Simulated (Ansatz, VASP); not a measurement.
**One calculation of Hf, two programs**

```
CELL_PARAMETERS angstrom
2.97904 0.00000 0.00000
0.00000 2.97904 0.00000
0.00000 0.00000 2.97904
ATOMIC_POSITIONS crystal
Hf 0.00000 0.00000 0.00000
```

Alike in both runs: task single point; functional revPBE; k mesh 12 × 12 × 12; occupations fermi-dirac, width 0.1 eV; no spin polarisation.

|  | VASP | Ansatz |
| --- | --- | --- |
| version | VASP 6.6.1 | Ansatz 0.2.0 |
| potentials or method | VASP PAW PBE potentials, release 64 (Hf_pv), cutoff 520 eV | plane waves (420 eV) with PAW, scalar-relativistic |
| valence electrons in the cell | 10 | 26 |

Ansatz gave:

| Quantity | Value |
| --- | --- |
| pressure (GPa) | -2.5 |

**Question.** What did VASP give for the same quantities?

**Answer.** Pressure (GPa): -2.8.

VASP's potentials were made for PBE, not for revPBE. With one functional, cell and mesh, what is left measures potentials, basis and numerics. VASP's potentials hold 10 valence electrons a cell and Ansatz's 26, so a difference there can come from the potentials and not from the codes.

Neither program's run includes spin-orbit coupling.
